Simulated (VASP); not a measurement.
A run of VASP 6.6.1:

The input POSCAR:

```
Hf
1.0
    3.1992083054      0.0000000000      0.0000000000
   -1.5996041527      2.7705956644      0.0000000000
    0.0000000000      0.0000000000      5.0442831212
Hf
2
Direct
    0.3333333333      0.6666666667      0.2500000000
    0.6666666667      0.3333333333      0.7500000000
```

INCAR.step1

```
SYSTEM = Hf
  ALGO = Normal
  EDIFF = 1E-4
  ENCUT = 520
  GGA = PE
  ISMEAR = 0
  LASPH = .TRUE.
  LCHARG = .FALSE.
  LREAL = .FALSE.
  LWAVE = .TRUE.
  NBANDS = 17
  NELM = 60
  PREC = Accurate
  SIGMA = 0.1
```

The input INCAR.step2:

```
SYSTEM = Hf
  ALGO = Normal
  EDIFF = 1E-7
  ENCUT = 520
  ISIF = 2
  ISMEAR = 0
  ISTART = 1
  LASPH = .TRUE.
  LCHARG = .TRUE.
  LELF = .TRUE.
  LMIXTAU = .TRUE.
  LREAL = .FALSE.
  LVHAR = .TRUE.
  LWAVE = .FALSE.
  METAGGA = R2SCAN
  NBANDS = 17
  NELM = 60
  PREC = Accurate
  SIGMA = 0.1
```

The input KPOINTS:

```
k-points
0
G
  18 18 8
  0 0 0
```

Potentials or basis: VASP PAW PBE potentials, release 64 (Hf_pv).

Run with:

```console
$ cat potpaw_PBE.64/Hf_pv/POTCAR > POTCAR
$ cp INCAR.step1 INCAR
$ mpirun -np 1 vasp_std > vasp.out
$ cp INCAR.step2 INCAR
$ mpirun -np 1 vasp_std > vasp.out
```

Hardware: 1 thread of Intel Xeon 8259CL, on a shared host.

Question: How long does it take, and how much memory?

Answer: Run time: 7.2 min on 1 thread of Intel Xeon 8259CL, with other jobs on the host, peak memory 0.26 GiB. Counts: k points 185.
